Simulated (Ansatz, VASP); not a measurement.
**AgCl in VASP and in Ansatz**

INCAR

```
SYSTEM = AgCl
PREC = Accurate
ENCUT = 520
EDIFF = 1E-6
ISMEAR = 0
SIGMA = 0.05
LREAL = .False.
LASPH = .True.
NELM = 100
ALGO = Normal
ISIF = 2
LWAVE = .False.
LCHARG = .False.
GGA = PS
NBANDS = 16
```

Contents of KPOINTS:

```
Automatic mesh
0
Gamma
  12 12 12
  0 0 0
```

POSCAR

```
AgCl
1.0
    3.3904230329     -0.0598039341     -0.0598039341
   -0.0598039341      3.3904230329     -0.0598039341
   -0.0598039341     -0.0598039341      3.3904230329
Ag Cl
1 1
Direct
    0.0000000000      0.0000000000      0.0000000000
    0.5000000000      0.5000000000      0.5000000000
```

Input for Ansatz:

```yaml
crystal:
  lattice:
    - [3.3904230329, -0.0598039341, -0.0598039341]
    - [-0.0598039341, 3.3904230329, -0.0598039341]
    - [-0.0598039341, -0.0598039341, 3.3904230329]
  atoms:
    - { symbol: Ag, position: [0.0, 0.0, 0.0] }
    - { symbol: Cl, position: [0.5, 0.5, 0.5] }
basis:
  ecutwfc: 420
kpoints:
  mp_grid: { grid: [12, 12, 12] }
hamiltonian:
  xc: pbesol
scf:
  occupations: { method: gaussian, width: 0.05 }
output:
  forces: true
  stress: true
  eigenvalues: true
```

Alike in both runs: task single point; functional PBEsol; k mesh 12 × 12 × 12; occupations gaussian, width 0.05 eV; no spin polarisation.

|  | VASP | Ansatz |
| --- | --- | --- |
| version | VASP 6.6.1 | Ansatz 0.2.0 |
| potentials or method | VASP PAW PBE potentials, release 64 (Ag, Cl), cutoff 520 eV | scalar-relativistic, plane waves, PAW |
| valence electrons in the cell | 18 | 26 |

```csv
,VASP,Ansatz,Ansatz less VASP
gap on the k mesh at the Fermi level (eV),0.32,0.32,-0.001
least direct gap on the mesh (eV),2.02,2.01,-0.001
pressure (GPa),-2.9,-2.8,+0.11
"traceless stress, the component that is largest in VASP (GPa)",-0.48,-0.48,+0.006
```

VASP's potentials were made for PBE, not for PBEsol. With one functional, cell and mesh, what is left measures potentials, basis and numerics. VASP's potentials hold 18 valence electrons a cell and Ansatz's 26, so a difference there can come from the potentials and not from the codes.
